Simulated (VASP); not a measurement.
## Au: single point with LDA

The system is Au.

```
Au
1.0
     2.87071    0.00000    0.00000
    -0.01321    2.87549    0.00000
    -1.16021   -1.20866    5.02059
Au
2
Direct
  0.67286 0.66596 0.27405
  0.32714 0.33404 0.72594
```

This cell differs from its parent crystal: volume scaled by 1.06.

| Item | Value |
| --- | --- |
| Program | VASP 6.6.1 |
| Task | single point |
| Functional | LDA |
| Potentials or basis | VASP PAW LDA potentials, release 64 (Au) |
| Cutoff | 520 eV |
| k mesh | 10 × 10 × 6 |
| Occupations | fermi-dirac, width 0.05 eV |
| Spin | no spin polarisation |
| Dipole correction | no |
| Further INCAR settings | ALGO = Fast; EDIFF = 1e-06; NBANDS = 18 |

```json
{"Pressure": "-16.1 GPa", "Largest force": "0.205 eV/Å", "Band gap on the k mesh": "zero (band 11 reaches 9.51 eV, above the bottom of band 12 at 4.55 eV)"}
```

Forces on the atoms (eV/Å):
```
Au   0.002  0.000  0.205
Au  -0.002  0.000 -0.205
```

Stress tensor (GPa, compression positive):
```
-16.58   0.15  -0.12
  0.15 -16.69  -0.11
 -0.12  -0.11 -14.96
```

Levels at points of the mesh, in eV from the Fermi level:
```
           k point  band 7  band 8  band 9  band 10  band 11  band 12  band 13  band 14  band 15  band 16
(0.00, 0.00, 0.00)   -2.70   -2.21   -2.15    -1.94    -1.60     0.20     2.43    13.56    13.66    15.11
(0.50, 0.00, 0.00)   -3.10   -2.70   -2.21    -1.76     0.42     0.99     2.79     5.18     9.33    11.17
(0.00, 0.50, 0.00)   -3.07   -2.64   -2.18    -1.80     0.37     1.00     2.65     5.14     9.30    11.39
(0.50, 0.50, 0.00)   -2.12   -1.37   -0.89    -0.87     2.74     4.46     5.54     6.41     6.77     8.62
(0.00, 0.00, 0.50)   -3.23   -2.84   -1.89    -1.69    -1.59    -1.55     9.00    11.06    12.04    12.19
(0.50, 0.00, 0.50)   -2.47   -2.29   -1.94    -1.85     0.06     1.32     1.58     4.55     9.55    13.92
(0.00, 0.50, 0.50)   -2.55   -2.29   -1.93    -1.91     0.09     1.29     1.62     4.59     9.53    13.68
(0.50, 0.50, 0.50)   -2.23   -1.60   -0.90    -0.86     3.04     5.03     5.14     6.39     6.65     8.33
```

It took 120 s on 1 thread of Intel(R) Xeon(R) Platinum 8375C CPU @ 2.90GHz (Ice Lake), on a shared host, peak memory 0.29 GiB.

Caveat: spin-orbit coupling is left out, which moves the levels of the heavy elements.
